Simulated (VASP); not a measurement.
# Hf (P6/mmm) in VASP: a series of runs

Runs on Hf. Level: HSE06. Tasks: single point.

All numbers are computed with VASP 6.6.1; they aren't measurements. Logs are shortened: lines on timing, memory, paths and dates and some standing lists are left out, and cuts for length are marked.

## Step 1: The cell of the first run

The structure is hexagonal, space group P6/mmm (No. 191). The conventional cell has a = 4.962 Å, b = 4.962 Å, c = 3.086 Å, α = 90.00°, β = 90.00°, γ = 120.00°. Hf (site symmetry 6/mmm) has 14 Hf at 3.09 to 3.25 Å within 4.1 Å. Hf (site symmetry -6m2) has 11 Hf at 2.87 to 3.25 Å within 3.8 Å.

This isn't the form of Hf at room conditions, which is hcp.

## Step 2: Single point, HSE06

Contents of POSCAR:

```
Hf
1.0
    4.9623295440      0.0000000000      0.0000000000
   -2.4811647720      4.2975034470      0.0000000000
    0.0000000000      0.0000000000      3.0862322500
Hf
3
Direct
    0.0000000000      0.0000000000      0.0000000000
    0.3333333333      0.6666666667      0.5000000000
    0.6666666667      0.3333333333      0.5000000000
```

Contents of INCAR.step1:

```
PREC = Accurate
ENCUT = 520
EDIFF = 1E-5
ISMEAR = -1
SIGMA = 0.1
LREAL = F
LASPH = T
NELM = 60
ALGO = Normal
ISIF = 2
LWAVE = T
LCHARG = F
GGA = PE
NBANDS = 22
```

Contents of INCAR.step2:

```
PREC = Accurate
ENCUT = 520
EDIFF = 1E-6
ISMEAR = -1
SIGMA = 0.1
LREAL = F
LASPH = T
NELM = 60
ALGO = Normal
ISIF = 2
LWAVE = F
LCHARG = F
GGA = PE
LHFCALC = T
HFSCREEN = 0.2079
PRECFOCK = Normal
ISTART = 1
NBANDS = 22
```

Contents of KPOINTS:

```
Automatic mesh
0
Gamma
  3 3 5
```

Potentials or basis: VASP PAW PBE potentials, release 64 (Hf_pv).

Launch:

```sh
cat potpaw_PBE.64/Hf_pv/POTCAR > POTCAR
cp INCAR.step1 INCAR
mpirun -np 1 vasp_std > vasp.out
cp INCAR.step2 INCAR
mpirun -np 1 vasp_std > vasp.out
```

OUTCAR:

```text
PREC = Accurate
   ENCUT = 520
   EDIFF = 1E-6
   ISMEAR = -1
   LREAL = F
   LASPH = T
   NELM = 60
   ISIF = 2
   GGA = PE
   LHFCALC = T
   HFSCREEN = 0.2079
   PRECFOCK = Normal
   ISTART = 1

 ion  position               nearest neighbor table
   1  0.000  0.000  0.000-   2 3.25   3 3.25   2 3.25   3 3.25   2 3.25   2 3.25   3 3.25   3 3.25
                             3 3.25   3 3.25   2 3.25   2 3.25
   2  0.333  0.667  0.500-   3 2.87   3 2.87   3 2.87   1 3.25   1 3.25   1 3.25   1 3.25   1 3.25
                             1 3.25
   3  0.667  0.333  0.500-   2 2.87   2 2.87   2 2.87   1 3.25   1 3.25   1 3.25   1 3.25   1 3.25
                             1 3.25

  LATTYP: Found a hexagonal cell.
 ALAT       =     4.9623295440
 C/A-ratio  =     0.6219321435

  Lattice vectors:

 A1 = (   4.9623295440,   0.0000000000,   0.0000000000)
 A2 = (  -2.4811647720,   4.2975034470,   0.0000000000)
 A3 = (   0.0000000000,   0.0000000000,   3.0862322500)

Analysis of symmetry for initial positions (statically):
=====================================================================
 Subroutine PRICEL returns:
 Original cell was already a primitive cell.

 Routine SETGRP: Setting up the symmetry group for a
 hexagonal supercell.

 Subroutine GETGRP returns: Found 24 space group operations
 (whereof 24 operations were pure point group operations)
 out of a pool of 24 trial point group operations.

The static configuration has the point symmetry D_6h.

Analysis of symmetry for dynamics (positions and initial velocities):
=====================================================================
 Subroutine PRICEL returns:
 Original cell was already a primitive cell.

 Routine SETGRP: Setting up the symmetry group for a
 hexagonal supercell.

 Subroutine GETGRP returns: Found 24 space group operations
 (whereof 24 operations were pure point group operations)
 out of a pool of 24 trial point group operations.

The dynamic configuration has the point symmetry D_6h.

 Subroutine INISYM returns: Found 24 space group operations
 (whereof 24 operations are pure point group operations),
 and found     1 'primitive' translations

----------------------------------------------------------------------------------------

                                     Primitive cell

  volume of cell :      65.8158

  direct lattice vectors                    reciprocal lattice vectors
     4.962329544  0.000000000  0.000000000     0.201518257  0.116346620  0.000000000
    -2.481164772  4.297503447  0.000000000     0.000000000  0.232693240  0.000000000
     0.000000000  0.000000000  3.086232250     0.000000000  0.000000000  0.324019685

  length of vectors
     4.962329544  4.962329544  3.086232250     0.232693240  0.232693240  0.324019685

  position of ions in fractional coordinates (direct lattice)
     0.000000000  0.000000000  0.000000000
     0.333333333  0.666666667  0.500000000
     0.666666667  0.333333333  0.500000000

  ion indices of the primitive-cell ions
   primitive index   ion index
                 1           1
                 2           2
                 3           3

----------------------------------------------------------------------------------------

 KPOINTS: Automatic mesh

Automatic generation of k-mesh.
 Grid dimensions read from file:
 generate k-points for:    3    3    5

 Generating k-lattice:

  Cartesian coordinates                     Fractional coordinates (reciprocal lattice)
     0.067172752  0.038782207  0.000000000     0.333333333  0.000000000  0.000000000
     0.000000000  0.077564413  0.000000000     0.000000000  0.333333333  0.000000000
     0.000000000  0.000000000  0.064803937     0.000000000  0.000000000  0.200000000

  Length of vectors
     0.077564413  0.077564413  0.064803937

  Shift w.r.t. Gamma in fractional coordinates (k-lattice)
     0.000000000  0.000000000  0.000000000

 Subroutine IBZKPT returns following result:
 ===========================================

 Found      9 irreducible k-points:

 Following reciprocal coordinates:
            Coordinates               Weight
  0.000000  0.000000  0.000000      1.000000
  0.333333  0.000000  0.000000      6.000000
  0.333333  0.333333  0.000000      2.000000
  0.000000  0.000000  0.200000      2.000000
  0.333333  0.000000  0.200000     12.000000
  0.333333  0.333333  0.200000      4.000000
  0.000000  0.000000  0.400000      2.000000
  0.333333  0.000000  0.400000     12.000000
  0.333333  0.333333  0.400000      4.000000
   k-points           NKPTS =      9   k-points in BZ     NKDIM =     45   number of bands    NBANDS=     22
   number of dos      NEDOS =    301   number of ions     NIONS =      3
   total plane-waves  NPLWV =  38400
   dimension x,y,z NGX =    40 NGY =   40 NGZ =   24
   dimension x,y,z NGXF=    80 NGYF=   80 NGZF=   48
   ions per type =               3
   NGX,Y,Z   is equivalent  to a cutoff of  13.40, 13.40, 12.93 a.u.
   NGXF,Y,Z  is equivalent  to a cutoff of  26.80, 26.80, 25.86 a.u.
 SYSTEM =  unknown system
   PREC   = accura    normal or accurate (medium, high low for compatibility)
   ISTART =      1    job   : 0-new  1-cont  2-samecut
   ICHARG =      0    charge: 1-file 2-atom 10-const
   ISPIN  =      1    spin polarized calculation?
   LNONCOLLINEAR =      F non collinear calculations
   LSORBIT =      F    spin-orbit coupling
   LASPH  =      T    aspherical Exc in radial PAW
   ENCUT  =  520.0 eV  38.22 Ry    6.18 a.u.   9.23  9.23  5.74*2*pi/ulx,y,z
   NELM   =     60;   NELMIN=  2; NELMDL=  0     # of ELM steps
   EDIFF  = 0.1E-05   stopping-criterion for ELM
   LREAL  =      F    real-space projection
   EDIFFG = 0.1E-04   stopping-criterion for IOM
   NSW    =      0    number of steps for IOM
   IBRION =     -1    ionic relax: 0-MD 1-quasi-New 2-CG
   NFREE  =      0    steps in history (QN), initial steepest desc. (CG)
   ISIF   =      2    stress and relaxation
   ISYM   =      3    0-nonsym 1-usesym 2-fastsym
   POTIM  = 0.5000    time-step for ionic-motion
   TEBEG  =    0.0;   TEEND  =   0.0 temperature during run
   PSTRESS=    0.0 pullay stress
   NELECT =      30.0000    total number of electrons
   NUPDOWN=      -1.0000    fix difference up-down
   EMIN   =  10.00;   EMAX   =-10.00  energy-range for DOS
   EFERMI =   0.00;   METHOD = LEGACY
   ISMEAR =    -1;   SIGMA  =   0.10  broadening in eV -4-tet -1-fermi 0-gaus
   EFERMI_NEDOS =   21; number of points for ismear=-14 and -15
   IALGO  =     38    algorithm
   IMIX   =      1    mixing-type and parameters
     AMIX     =   0.40;   BMIX     =  1.00
     AMIX_MAG =   1.60;   BMIX_MAG =  1.00
  volume/ion in A,a.u.               =      21.94       148.05
  Fermi-wavevector in a.u.,A,eV,Ry     =   1.259907  2.380879 21.597416  1.587365
  Thomas-Fermi vector in A             =   2.393443
   LORBIT       =      0    0 simple, 1 ext, 2 COOP (PROOUT), +10 PAW based schemes
   GGA     = PE    functional components
   LHFCALC =     T    Hartree Fock is set to
   PRECFOCK=normal    Normal, Fast or Accurate (Low or Medium for compatibility)
   ENCUT4O =  -1.0   cutoff for four orbital integrals eV
   NKREDX  =     1    reduce k-point grid by
   NKREDY  =     1    reduce k-point grid by
   NKREDZ  =     1    reduce k-point grid by
   AEXX    =    0.2500 exact exchange contribution
   HFSCREEN=    0.2079 screening length (either q_TF or 0.3 A-1)
   HFSCREENC=   0.2079 screening length for correlation (either q_TF or 0.3 A-1)
   ENCUTFOCK=  -1.0 apply spherical cutoff to Coloumb kernel
   IVDW    =     0    specifies the selected vdW correction
   LEPSILON=     F    determine dielectric tensor
   LRPA    =     F    only Hartree local field effects (RPA)
 non-spin polarized calculation
  energy-cutoff  :      520.00
  volume of cell :       65.82
 maximum number of plane-waves:      1788
 NGX is ok and might be reduce to    40
  NGX = 28; NGY = 28; NGZ = 18

 number of electron      30.0000003 magnetization

 Free energy of the ion-electron system (eV)
  ---------------------------------------------------
  ext. energy  EPLUGINS =         0.00000000
  ---------------------------------------------------
  free energy    TOTEN  =       -33.72986078 eV

  energy without entropy =      -33.66683146  energy(sigma->0) =      -33.69834612

 E-fermi :   4.9958     XC(G=0):  -9.3517

 val. band max:        4.9420210190   @ k =   0.3333   0.3333   0.2000
 cond. band min:       5.2308351112   @ k =   0.3333   0.0000   0.0000
 fundamental gap:      0.2888140921
 Fermi energy:         4.9957949338

 k-point     1 :       0.0000    0.0000    0.0000
  band No.  band energies     occupation
      1     -28.2831      2.00000
      2     -28.2831      2.00000
      3     -28.2008      2.00000
      4     -28.2008      2.00000
      5     -27.8108      2.00000
      6     -27.5812      2.00000
[... 14 lines left out ...]
     21       8.3186      0.00000
     22       8.3418      0.00000

 k-point     2 :       0.3333    0.0000    0.0000
  band No.  band energies     occupation
      1     -28.5157      2.00000
      2     -28.3158      2.00000
      3     -27.9625      2.00000
      4     -27.9451      2.00000
      5     -27.7649      2.00000
      6     -27.6505      2.00000
[... 14 lines left out ...]
     21       8.8261      0.00000
     22       9.6942      0.00000

 k-point     3 :       0.3333    0.3333    0.0000
  band No.  band energies     occupation
      1     -28.3944      2.00000
      2     -28.2735      2.00000
      3     -28.2735      2.00000
      4     -27.7428      2.00000
      5     -27.7428      2.00000
      6     -27.7397      2.00000
[... 14 lines left out ...]
     21       7.7410      0.00000
     22      10.2129      0.00000
[... 101 lines left out ...]
 k-point     8 :       0.3333    0.0000    0.4000
  band No.  band energies     occupation
      1     -28.3891      2.00000
      2     -28.3113      2.00000
      3     -28.2817      2.00000
      4     -28.0560      2.00000
      5     -28.0104      2.00000
      6     -28.0063      2.00000
[... 14 lines left out ...]
     21       9.5435      0.00000
     22       9.9593      0.00000

 k-point     9 :       0.3333    0.3333    0.4000
  band No.  band energies     occupation
      1     -28.5327      2.00000
      2     -28.2588      2.00000
      3     -28.2588      2.00000
      4     -28.0364      2.00000
      5     -27.9287      2.00000
      6     -27.9287      2.00000
[... 14 lines left out ...]
     21       8.8991      0.00000
     22      10.1574      0.00000

------------------------ aborting loop because EDIFF is reached ----------------------------------------

  FORCE on cell =-STRESS in cart. coord.  units (eV):
  Direction    XX          YY          ZZ          XY          YZ          ZX
  --------------------------------------------------------------------------------------
  -------------------------------------------------------------------------------------
  Total       -0.1297665     -0.1297665     -0.0837354      0.0000000      0.0000000      0.0000000
  in kB       -3.1589508     -3.1589508     -2.0383989      0.0000000      0.0000000      0.0000000
  external PRESSURE =      -2.7854335 kB  Pullay stress =       0.0000000 kB

 VOLUME and BASIS-vectors are now :
 -----------------------------------------------------------------------------
  energy-cutoff  :      520.00
  volume of cell :       65.82
      direct lattice vectors                 reciprocal lattice vectors
     4.962329544  0.000000000  0.000000000     0.201518257  0.116346620  0.000000000
    -2.481164772  4.297503447  0.000000000     0.000000000  0.232693240  0.000000000
     0.000000000  0.000000000  3.086232250     0.000000000  0.000000000  0.324019685

 POSITION                                       TOTAL-FORCE (eV/Angst)
 -----------------------------------------------------------------------------------
      0.00000      0.00000      0.00000        -0.000000      0.000000      0.000000
     -0.00000      2.86500      1.54312        -0.000000      0.000000      0.000000
      2.48116      1.43250      1.54312         0.000000      0.000000      0.000000
 -----------------------------------------------------------------------------------
    total drift:                                0.000000     -0.000000      0.000000

  FREE ENERGIE OF THE ION-ELECTRON SYSTEM (eV)
  ---------------------------------------------------
  free  energy   TOTEN  =       -33.7298607824 eV

  energy  without entropy=      -33.6668314584  energy(sigma->0) =      -33.69834612
```

It took 28 min on 1 thread of AMD EPYC 7R43 (Zen 3), shared host; peak memory 0.26 GiB.

What came out:

```
Free energy            : -33.7299 eV
Pressure               : -0.3 GPa
Band gap on the k mesh : zero (bands 15 and 16 overlap by 0.85 eV)
```

Caveat: the k points lie up to 0.49 Å⁻¹ apart, too coarse for converged energies and pressures of a metal; the PAW data sets were made with another functional, which shifts forces and pressure a little; spin-orbit coupling is left out, which moves the levels of the heavy elements.

## Step 3: Single point, HSE06

POSCAR is that of step 2.

Contents of INCAR.step1:

```
SYSTEM = Hf
ALGO     = Normal         ! electronic algorithm
EDIFF    = 1E-5           ! SCF threshold, eV
ENCUT    = 520            ! plane-wave cutoff, eV
GGA      = PE             ! functional
ISIF     = 2              ! what is computed and relaxed
ISMEAR   = -1             ! smearing method
LASPH    = .TRUE.         ! aspherical terms in the spheres
LREAL    = .FALSE.        ! projectors in reciprocal space
LWAVE    = .TRUE.         ! write WAVECAR
NBANDS   = 22             ! bands
NELM     = 60             ! most SCF steps
PREC     = Accurate       ! precision mode
SIGMA    = 0.1            ! smearing width, eV
```

Contents of INCAR.step2:

```
SYSTEM = Hf
ALGO     = Normal         ! electronic algorithm
EDIFF    = 1E-6           ! SCF threshold, eV
ENCUT    = 520            ! plane-wave cutoff, eV
GGA      = PE             ! functional
HFSCREEN = 0.2079         ! screening, 1/A
ISIF     = 2              ! what is computed and relaxed
ISMEAR   = -1             ! smearing method
ISTART   = 1            
LASPH    = .TRUE.         ! aspherical terms in the spheres
LCHARG   = .TRUE.         ! write CHGCAR
LELF     = .TRUE.         ! ELF
LHFCALC  = .TRUE.         ! exact exchange
LREAL    = .FALSE.        ! projectors in reciprocal space
LVHAR    = .TRUE.       
LWAVE    = .FALSE.        ! write WAVECAR
NBANDS   = 22             ! bands
NELM     = 60             ! most SCF steps
PREC     = Accurate       ! precision mode
PRECFOCK = Normal       
SIGMA    = 0.1            ! smearing width, eV
```

Contents of KPOINTS:

```
k-points
0
G
  3 3 5
  0 0 0
```

Potentials or basis: VASP PAW PBE potentials, release 64 (Hf_pv).

Launch:

```sh
cat potpaw_PBE.64/Hf_pv/POTCAR > POTCAR
cp INCAR.step1 INCAR
mpirun -np 1 vasp_std > vasp.out
cp INCAR.step2 INCAR
mpirun -np 1 vasp_std > vasp.out
```

Wall time 21 min (1 thread of AMD EPYC 7R43 (Zen 3), shared host); peak memory 0.25 GiB.

It converged, with:

- Free energy: -33.7299 eV
- Pressure: -0.3 GPa
- Band gap on the k mesh: zero (bands 15 and 16 overlap by 0.85 eV)

Stress tensor (GPa, compression positive):
```
-0.32  0.00  0.00
 0.00 -0.32  0.00
 0.00  0.00 -0.20
```

Levels at points of the mesh, in eV from the Fermi level:
```csv
k point,band 13,band 14,band 15,band 16,band 17,band 18
"(0.00, 0.00, 0.00)",-1.19,-1.02,-1.02,-0.62,1.45,2.55
```

Caveat: the k points lie up to 0.49 Å⁻¹ apart, too coarse for converged energies and pressures of a metal; the PAW data sets were made with another functional, which shifts forces and pressure a little; spin-orbit coupling is left out, which moves the levels of the heavy elements.
